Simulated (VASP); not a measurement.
Wanted: the native input for a VASP 6.6.1 run.

```
Task                   : single point
Functional             : PBEsol
Potentials or basis    : VASP PAW PBE potentials, release 64 (Sn_d)
Cutoff                 : 520 eV
k mesh                 : 8 × 8 × 8
Occupations            : fermi-dirac, width 0.1 eV
Spin                   : no spin polarisation
Dipole correction      : no
Further INCAR settings : ALGO = Normal; EDIFF = 1e-06; NBANDS = 13
```

The structure of Sn lies in POSCAR:

```
Sn
1.0
   -1.7559570760      1.7619458903      2.1186044158
    1.7559570760     -1.7619458903      2.1186044158
    1.7559570760      1.7619458903     -2.1186044158
Sn
1
Direct
    0.0033238040     -0.0009931105     -0.0019548735
```

One way to write it, as run:

INCAR

```
ALGO = Normal ; EDIFF = 1E-6
ENCUT = 520 ; GGA = PS
ISIF = 2 ; ISMEAR = -1
LASPH = T ; LCHARG = T
LELF = T ; LREAL = F
LVHAR = T ; LWAVE = F
NBANDS = 13 ; NELM = 80
PREC = Accurate ; SIGMA = 0.1
```

KPOINTS

```
k-points
0
Gamma
  8 8 8
```

Potentials or basis: VASP PAW PBE potentials, release 64 (Sn_d).

Command:

```sh
$ cat potpaw_PBE.64/Sn_d/POTCAR > POTCAR
$ mpirun -np 1 vasp_std > vasp.out
```

It gave:

| Property | Result |
| --- | --- |
| Pressure | -0.1 GPa |
| Band gap on the k mesh | zero (band 7 reaches 16.27 eV, above the bottom of band 8 at 6.47 eV) |

Caveat: the PAW data sets were made with another functional, which shifts forces and pressure a little; spin-orbit coupling is left out, which moves the levels of the heavy elements.

Run time: 15 s on 1 thread of Intel Xeon 6975P-C (shared host), peak memory 0.16 GiB.
